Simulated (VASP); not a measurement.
Cd:

```
Cd
1.0
     5.56865    0.00000    0.00000
     0.00000    5.56865    0.00000
     0.00000    0.00000    5.56865
Cd
8
Cartesian
  0.0000 0.0000 0.0000
  2.7843 2.7843 2.7843
  1.3922 0.0000 2.7843
  4.1765 0.0000 2.7843
  2.7843 1.3922 0.0000
  2.7843 4.1765 0.0000
  0.0000 2.7843 1.3922
  0.0000 2.7843 4.1765
```

* Program: VASP 6.6.1
* Task: relaxation of cell and atoms
* Functional: BLYP
* Potentials or basis: VASP PAW PBE potentials, release 64 (Cd)
* Cutoff: 600 eV
* k mesh: 5 × 5 × 5
* Occupations: fermi-dirac, width 0.1 eV
* Spin: no spin polarisation

At the start: pressure 9.0 GPa; volume 21.59 Å³/atom.

**Question.** Where does the relaxation end?

**Answer.** Over 6 steps the energy falls by 117.5 meV/atom and the volume is 27.21 Å³/atom (+26.0 %); space group Pm-3n (No. 223, to 0.1 Å) before and after.

The path:
```
step  energy change (eV)  largest force (eV/Å)  pressure (GPa)  volume (Å³)
   1              0.0000                0.0000            9.04       172.68
   2             -0.8939                0.0000            1.25       204.96
   3             -0.9306                0.0000            0.51       211.72
   4             -0.9289                0.0000           -0.45       225.69
   5             -0.9400                0.0000           -0.08       218.85
   6             -0.9401                0.0000            0.02       217.64
```

Final structure:
```cif
data_structure
_symmetry_space_group_name_H-M 'P 1'
_symmetry_Int_Tables_number 1
_cell_length_a 6.0152
_cell_length_b 6.0152
_cell_length_c 6.0152
_cell_angle_alpha 90.000
_cell_angle_beta 90.000
_cell_angle_gamma 90.000
_cell_volume 217.64
loop_
_atom_site_label
_atom_site_type_symbol
_atom_site_fract_x
_atom_site_fract_y
_atom_site_fract_z
_atom_site_occupancy
Cd1 Cd 0.00000 0.00000 0.00000 1
Cd2 Cd 0.50000 0.50000 0.50000 1
Cd3 Cd 0.25000 0.00000 0.50000 1
Cd4 Cd 0.75000 0.00000 0.50000 1
Cd5 Cd 0.50000 0.25000 0.00000 1
Cd6 Cd 0.50000 0.75000 0.00000 1
Cd7 Cd 0.00000 0.50000 0.25000 1
Cd8 Cd 0.00000 0.50000 0.75000 1
```

Caveat: the volume moved by over 15 % at a fixed basis, so the end points are rough; the PAW data sets were made with another functional, which shifts forces and pressure a little.
